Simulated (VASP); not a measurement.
A run of VASP 6.6.1 is set up as follows.

The input INCAR:

```
SYSTEM = CuI
PREC = Accurate
ENCUT = 520
EDIFF = 1E-6
ISMEAR = 0
SIGMA = 0.01
LREAL = .False.
LASPH = .True.
NELM = 60
ALGO = Normal
ISIF = 2
LWAVE = .False.
LCHARG = .False.
GGA = PS
NBANDS = 26
```

KPOINTS

```
Automatic mesh
0
Gamma
  6 6 4
  0 0 0
```

File POSCAR:

```
CuI
1.0
    4.1527596765      0.0000000000      0.0000000000
    0.0000000000      4.1527596765      0.0000000000
    0.0000000000      0.0000000000      5.8330020204
Cu I
2 2
Direct
    0.0000000000      0.0000000000      0.0000000000
    0.5000000000      0.5000000000      0.0000000000
    0.0000000000      0.5000000000      0.2913000000
    0.5000000000      0.0000000000      0.7087000000
```

Potentials or basis: VASP PAW PBE potentials, release 64 (Cu, I).

Launch:

```console
$ cat potpaw_PBE.64/Cu/POTCAR potpaw_PBE.64/I/POTCAR > POTCAR
$ mpirun -np 1 vasp_std > vasp.out
```

Q: Estimate the pressure.

A: -2.4 GPa.

Q: Estimate the band gap on the k mesh.

A: 1.25 eV.

Q: What does it give for the largest force?

A: 0.757 eV/Å.

Forces on the atoms (eV/Å):
```
Cu   0.000  0.000  0.000
Cu   0.000  0.000  0.000
I    0.000  0.000 -0.757
I    0.000  0.000  0.757
```

Caveat: the PAW data sets were made with another functional, which shifts forces and pressure a little; spin-orbit coupling is left out, which moves the levels of the heavy elements.
